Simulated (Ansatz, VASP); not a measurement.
**One calculation of SnO2, two programs**

```
Sn O
1.0
    -1.61499    2.79672   -0.01797
     0.04734   -0.00730    5.47401
     4.84209    2.79503    0.03880
Sn O
2 4
Direct
  0.00000 0.00000 0.00000
  0.50001 0.00000 0.50000
  0.50352 0.18461 0.16422
  0.00351 0.18460 0.66423
  0.99649 0.81541 0.33577
  0.49648 0.81538 0.83578
```

Change from the starting cell: cell x2, atoms moved at random (sigma 0.15 Å) and cell strained at random (1.5 %), then relaxed without symmetry.

Alike in both runs: functional PBE; k mesh 4 × 4 × 4; occupations gaussian, width 0.1 eV; no spin polarisation.

Ansatz relaxed the structure, and its values are those at the end. VASP's run is a single point on that final structure, the one shown.

```csv
,VASP,Ansatz
version,VASP 6.6.1,Ansatz 0.2.0
potentials or method,"VASP PAW PBE potentials, release 64 (Sn_d, O), cutoff 520 eV","scalar-relativistic, plane waves, PAW"
valence electrons in the cell,52,52
```

|  | VASP | Ansatz | Ansatz less VASP |
| --- | --- | --- | --- |
| gap on the k mesh at the Fermi level (eV) | 2.27 | 2.29 | +0.023 |
| least direct gap on the mesh (eV) | 2.41 | 2.44 | +0.023 |
| pressure (GPa) | 0.5 | 0.0 | -0.47 |
| rms of the force components (eV/Å) | 0.027 | 0.004 | -0.0232 |

The k mesh is coarse, so the values compare programs but aren't converged.
